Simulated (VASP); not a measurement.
Input of a VASP 6.6.1 run:

Contents of INCAR:

```
SYSTEM = W
  ALGO = Normal
  EDIFF = 1E-6
  ENCUT = 520
  GGA = PE
  ISIF = 2
  ISMEAR = -1
  LASPH = .TRUE.
  LCHARG = .FALSE.
  LREAL = .FALSE.
  LWAVE = .FALSE.
  NBANDS = 66
  NELM = 100
  PREC = Accurate
  SIGMA = 0.05
```

The input KPOINTS:

```
k-points
0
G
  9 9 9
  0 0 0
```

File POSCAR:

```
W
1.0
    5.0830000000      0.0000000000      0.0000000000
    0.0000000000      5.0830000000      0.0000000000
    0.0000000000      0.0000000000      5.0321700000
W
8
Direct
    0.0000000000      0.0000000000      0.0000000000
    0.5000000000      0.5000000000      0.5000000000
    0.0000000000      0.5000000000      0.2500000000
    0.0000000000      0.5000000000      0.7500000000
    0.2500000000      0.0000000000      0.5000000000
    0.7500000000      0.0000000000      0.5000000000
    0.5000000000      0.7500000000      0.0000000000
    0.5000000000      0.2500000000      0.0000000000
```

Potentials or basis: VASP PAW PBE potentials, release 64 (W_sv).

Command:

```console
$ cat potpaw_PBE.64/W_sv/POTCAR > POTCAR
$ mpirun -np 1 vasp_std > vasp.out
```

**Question.** Estimate the band gap on the k mesh.

**Answer.** Zero (bands 56 and 57 overlap by 0.76 eV).

**Question.** Estimate the largest force.

**Answer.** 0.009 eV/Å.

**Question.** Predict the pressure.

**Answer.** 3.1 GPa.

Stress tensor (GPa, compression positive):
```
1.58 0.00 0.00
0.00 1.58 0.00
0.00 0.00 6.14
```

Caveat: the cell differs from its parent crystal (z stretched by -1 %, then relaxed in part); the cell stands under pressure; spin-orbit coupling is left out, which moves the levels of the heavy elements.
